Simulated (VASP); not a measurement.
# LiCl (Fm-3m) in VASP: settings compared

The runs below take LiCl through single point, with PBEsol, PBE.

Everything below comes from runs of VASP 6.6.1. Logs are shortened: lines on timing, memory, paths and dates and some standing lists are left out, and cuts for length are marked.

## (1) The cell of the first run

The structure is cubic, space group Fm-3m (No. 225). The conventional cell has a = 5.164 Å, b = 5.164 Å, c = 5.164 Å, α = 90.00°, β = 90.00°, γ = 90.00°. Cl (site symmetry m-3m) has 6 Li at 2.58 Å within 3.4 Å. Li (site symmetry m-3m) has 6 Cl at 2.58 Å within 3.4 Å.

## (2) Single point, PBEsol (volume scaled by 1.02)

Input file INCAR:

```
SYSTEM = LiCl
ALGO = Normal ; EDIFF = 1E-6
ENCUT = 520 ; GGA = PS
ISIF = 2 ; ISMEAR = -1
LASPH = .TRUE. ; LCHARG = .TRUE.
LELF = .TRUE. ; LREAL = .FALSE.
LVHAR = .TRUE. ; LWAVE = .FALSE.
NBANDS = 12 ; NELM = 100
PREC = Accurate ; SIGMA = 0.05
```

Input file KPOINTS:

```
k-points
0
G
  9 9 9
  0 0 0
```

Input file POSCAR:

```
LiCl
1.0
    0.0000000000      2.5817557268      2.5817557268
    2.5817557268      0.0000000000      2.5817557268
    2.5817557268      2.5817557268      0.0000000000
Cl Li
1 1
Direct
    0.5000000000      0.5000000000      0.5000000000
    0.0000000000      0.0000000000      0.0000000000
```

Potentials or basis: VASP PAW PBE potentials, release 64 (Cl, Li_sv).

The run is started by

```
cat potpaw_PBE.64/Cl/POTCAR potpaw_PBE.64/Li_sv/POTCAR > POTCAR
mpirun -np 1 vasp_std > vasp.out
```

OUTCAR:

```text
SYSTEM = LiCl
   EDIFF = 1E-6
   ENCUT = 520
   GGA = PS
   ISIF = 2
   ISMEAR = -1
   LASPH = .TRUE.
   LREAL = .FALSE.
   NELM = 100
   PREC = Accurate

 ion  position               nearest neighbor table
   1  0.500  0.500  0.500-   2 2.58   2 2.58   2 2.58   2 2.58   2 2.58   2 2.58
   2  0.000  0.000  0.000-   1 2.58   1 2.58   1 2.58   1 2.58   1 2.58   1 2.58

  LATTYP: Found a face centered cubic cell.
 ALAT       =     5.1635114536

  Lattice vectors:

 A1 = (   0.0000000000,   2.5817557268,   2.5817557268)
 A2 = (   2.5817557268,   0.0000000000,   2.5817557268)
 A3 = (   2.5817557268,   2.5817557268,   0.0000000000)

Analysis of symmetry for initial positions (statically):
=====================================================================
 Subroutine PRICEL returns:
 Original cell was already a primitive cell.

 Routine SETGRP: Setting up the symmetry group for a
 face centered cubic supercell.

 Subroutine GETGRP returns: Found 48 space group operations
 (whereof 48 operations were pure point group operations)
 out of a pool of 48 trial point group operations.

The static configuration has the point symmetry O_h .

Analysis of symmetry for dynamics (positions and initial velocities):
=====================================================================
 Subroutine PRICEL returns:
 Original cell was already a primitive cell.

 Routine SETGRP: Setting up the symmetry group for a
 face centered cubic supercell.

 Subroutine GETGRP returns: Found 48 space group operations
 (whereof 48 operations were pure point group operations)
 out of a pool of 48 trial point group operations.

The dynamic configuration has the point symmetry O_h .

 Subroutine INISYM returns: Found 48 space group operations
 (whereof 48 operations are pure point group operations),
 and found     1 'primitive' translations

----------------------------------------------------------------------------------------

                                     Primitive cell

  volume of cell :      34.4172

  direct lattice vectors                    reciprocal lattice vectors
     0.000000000  2.581755727  2.581755727    -0.193666657  0.193666657  0.193666657
     2.581755727  0.000000000  2.581755727     0.193666657 -0.193666657  0.193666657
     2.581755727  2.581755727  0.000000000     0.193666657  0.193666657 -0.193666657

  length of vectors
     3.651153964  3.651153964  3.651153964     0.335440489  0.335440489  0.335440489

  position of ions in fractional coordinates (direct lattice)
     0.500000000  0.500000000  0.500000000
     0.000000000  0.000000000  0.000000000

  ion indices of the primitive-cell ions
   primitive index   ion index
                 1           1
                 2           2

----------------------------------------------------------------------------------------

 KPOINTS: k-points

Automatic generation of k-mesh.
 Grid dimensions read from file:
 generate k-points for:    9    9    9

 Generating k-lattice:

  Cartesian coordinates                     Fractional coordinates (reciprocal lattice)
    -0.021518517  0.021518517  0.021518517     0.111111111  0.000000000  0.000000000
     0.021518517 -0.021518517  0.021518517     0.000000000  0.111111111  0.000000000
     0.021518517  0.021518517 -0.021518517     0.000000000  0.000000000  0.111111111

  Length of vectors
     0.037271165  0.037271165  0.037271165

  Shift w.r.t. Gamma in fractional coordinates (k-lattice)
     0.000000000  0.000000000  0.000000000

 Subroutine IBZKPT returns following result:
 ===========================================

 Found     35 irreducible k-points:

 Following reciprocal coordinates:
            Coordinates               Weight
  0.000000  0.000000  0.000000      1.000000
  0.111111  0.000000  0.000000      8.000000
  0.222222  0.000000  0.000000      8.000000
  0.333333  0.000000  0.000000      8.000000
  0.444444  0.000000  0.000000      8.000000
  0.111111  0.111111  0.000000      6.000000
[... 16 lines left out ...]
 -0.333333  0.333333  0.000000     12.000000
  0.444444  0.444444  0.000000      6.000000
 [... further k-points ...]
   k-points           NKPTS =     35   k-points in BZ     NKDIM =     35   number of bands    NBANDS=     12
   number of dos      NEDOS =    301   number of ions     NIONS =      2
   total plane-waves  NPLWV =  21952
   dimension x,y,z NGX =    28 NGY =   28 NGZ =   28
   dimension x,y,z NGXF=    56 NGYF=   56 NGZF=   56
   ions per type =               1   1
   NGX,Y,Z   is equivalent  to a cutoff of  12.75, 12.75, 12.75 a.u.
   NGXF,Y,Z  is equivalent  to a cutoff of  25.50, 25.50, 25.50 a.u.
 SYSTEM =  LiCl
   PREC   = accura    normal or accurate (medium, high low for compatibility)
   ISTART =      0    job   : 0-new  1-cont  2-samecut
   ICHARG =      2    charge: 1-file 2-atom 10-const
   ISPIN  =      1    spin polarized calculation?
   LNONCOLLINEAR =      F non collinear calculations
   LSORBIT =      F    spin-orbit coupling
   LASPH  =      T    aspherical Exc in radial PAW
   ENCUT  =  520.0 eV  38.22 Ry    6.18 a.u.   6.79  6.79  6.79*2*pi/ulx,y,z
   NELM   =    100;   NELMIN=  2; NELMDL= -5     # of ELM steps
   EDIFF  = 0.1E-05   stopping-criterion for ELM
   LREAL  =      F    real-space projection
   EDIFFG = 0.1E-04   stopping-criterion for IOM
   NSW    =      0    number of steps for IOM
   IBRION =     -1    ionic relax: 0-MD 1-quasi-New 2-CG
   NFREE  =      0    steps in history (QN), initial steepest desc. (CG)
   ISIF   =      2    stress and relaxation
   ISYM   =      2    0-nonsym 1-usesym 2-fastsym
   POTIM  = 0.5000    time-step for ionic-motion
   TEBEG  =    0.0;   TEEND  =   0.0 temperature during run
   PSTRESS=    0.0 pullay stress
   NELECT =      10.0000    total number of electrons
   NUPDOWN=      -1.0000    fix difference up-down
   EMIN   =  10.00;   EMAX   =-10.00  energy-range for DOS
   EFERMI =   0.00;   METHOD = LEGACY
   ISMEAR =    -1;   SIGMA  =   0.05  broadening in eV -4-tet -1-fermi 0-gaus
   EFERMI_NEDOS =   21; number of points for ismear=-14 and -15
   IALGO  =     38    algorithm
   IMIX   =      4    mixing-type and parameters
     AMIX     =   0.40;   BMIX     =  1.00
     AMIX_MAG =   1.60;   BMIX_MAG =  1.00
  volume/ion in A,a.u.               =      17.21       116.13
  Fermi-wavevector in a.u.,A,eV,Ry     =   1.084301  2.049031 15.996475  1.175708
  Thomas-Fermi vector in A             =   2.220387
   LORBIT       =      0    0 simple, 1 ext, 2 COOP (PROOUT), +10 PAW based schemes
   GGA     = PS    functional components
   LHFCALC =     F    Hartree Fock is set to
   AEXX    =    0.0000 exact exchange contribution
   IVDW    =     0    specifies the selected vdW correction
   LEPSILON=     F    determine dielectric tensor
   LRPA    =     F    only Hartree local field effects (RPA)
 non-spin polarized calculation
  energy-cutoff  :      520.00
  volume of cell :       34.42
 maximum number of plane-waves:       944
   NGX = 13   NGY = 13   NGZ = 13

 number of electron      10.0000010 magnetization

 Free energy of the ion-electron system (eV)
  ---------------------------------------------------
  ext. energy  EPLUGINS =         0.00000000
  ---------------------------------------------------
  free energy    TOTEN  =        -7.62809609 eV

  energy without entropy =       -7.62809609  energy(sigma->0) =       -7.62809609

 E-fermi :   1.4423     XC(G=0):  -8.8243

 val. band max:        0.3879734811   @ k =   0.0000   0.0000   0.0000
 cond. band min:       6.4145339505   @ k =   0.0000   0.0000   0.0000
 fundamental gap:      6.0265604693
 Fermi energy:         1.4422848077

 k-point     1 :       0.0000    0.0000    0.0000
  band No.  band energies     occupation
      1     -42.4622      2.00000
      2     -12.9354      2.00000
      3       0.3880      2.00000
      4       0.3880      2.00000
      5       0.3880      2.00000
      6       6.4145      0.00000
      7      12.1821      0.00000
      8      12.1821      0.00000
      9      12.1821      0.00000
     10      14.6889      0.00000
     11      14.6890      0.00000
     12      14.6890      0.00000

 k-point     2 :       0.1111    0.0000    0.0000
  band No.  band energies     occupation
      1     -42.4618      2.00000
      2     -12.8768      2.00000
      3      -0.0393      2.00000
      4       0.3554      2.00000
      5       0.3554      2.00000
      6       6.8021      0.00000
      7      11.4743      0.00000
      8      12.1451      0.00000
      9      12.1451      0.00000
     10      13.3911      0.00000
     11      13.3911      0.00000
     12      15.0764      0.00000

 k-point     3 :       0.2222    0.0000    0.0000
  band No.  band energies     occupation
      1     -42.4610      2.00000
      2     -12.7216      2.00000
      3      -0.9496      2.00000
      4       0.2766      2.00000
      5       0.2766      2.00000
      6       7.3198      0.00000
      7      11.0322      0.00000
      8      11.2104      0.00000
      9      11.2105      0.00000
     10      13.8897      0.00000
     11      13.8897      0.00000
     12      15.5483      0.00000
[... 286 lines left out ...]
 k-point    23 :      -0.3333    0.3333    0.0000
  band No.  band energies     occupation
      1     -42.4589      2.00000
      2     -12.2117      2.00000
      3      -1.7737      2.00000
      4      -1.6265      2.00000
      5      -0.2510      2.00000
      6       8.3562      0.00000
      7      10.7577      0.00000
      8      11.0857      0.00000
      9      11.2565      0.00000
     10      14.6640      0.00000
     11      16.3367      0.00000
     12      18.5694      0.00000

 k-point    24 :       0.4444    0.4444    0.0000
  band No.  band energies     occupation
      1     -42.4588      2.00000
      2     -12.1728      2.00000
      3      -2.3995      2.00000
      4      -0.6702      2.00000
      5      -0.6702      2.00000
      6       8.1714      0.00000
      7       8.5701      0.00000
      8      12.2227      0.00000
      9      14.0893      0.00000
     10      14.0894      0.00000
     11      17.2275      0.00000
     12      19.0508      0.00000

 [... further k-points ...]

------------------------ aborting loop because EDIFF is reached ----------------------------------------

  FORCE on cell =-STRESS in cart. coord.  units (eV):
  Direction    XX          YY          ZZ          XY          YZ          ZX
  --------------------------------------------------------------------------------------
  -------------------------------------------------------------------------------------
  Total       -0.4032423     -0.4032423     -0.4032423      0.0000000      0.0000000     -0.0000000
  in kB      -18.7715964    -18.7715964    -18.7715964      0.0000000      0.0000000     -0.0000000
  external PRESSURE =     -18.7715964 kB  Pullay stress =       0.0000000 kB

 VOLUME and BASIS-vectors are now :
 -----------------------------------------------------------------------------
  energy-cutoff  :      520.00
  volume of cell :       34.42
      direct lattice vectors                 reciprocal lattice vectors
     0.000000000  2.581755727  2.581755727    -0.193666657  0.193666657  0.193666657
     2.581755727  0.000000000  2.581755727     0.193666657 -0.193666657  0.193666657
     2.581755727  2.581755727  0.000000000     0.193666657  0.193666657 -0.193666657

 POSITION                                       TOTAL-FORCE (eV/Angst)
 -----------------------------------------------------------------------------------
      2.58176      2.58176      2.58176        -0.000000     -0.000000      0.000000
      0.00000      0.00000      0.00000         0.000000      0.000000     -0.000000
 -----------------------------------------------------------------------------------
    total drift:                                0.000000      0.000000      0.000000

  FREE ENERGIE OF THE ION-ELECTRON SYSTEM (eV)
  ---------------------------------------------------
  free  energy   TOTEN  =        -7.6280960911 eV

  energy  without entropy=       -7.6280960910  energy(sigma->0) =       -7.62809609
```

Run time: 13 s. Hardware: 1 thread of Intel Xeon 6975P-C, shared host; peak memory 0.15 GiB.

Results:

```yaml
Free_energy: -7.6281 eV
Band_gap_on_the_k_mesh: 6.03 eV, direct
```

Caveat: the cutoff is under 1.25 times the usual one of these potentials, so pressure, stress and relaxed cells hold a basis-set (Pulay) error; the PAW data sets were made with another functional, which shifts forces and pressure a little. A k mesh can miss the band edges.

(Part 1 of 2 ends here.)
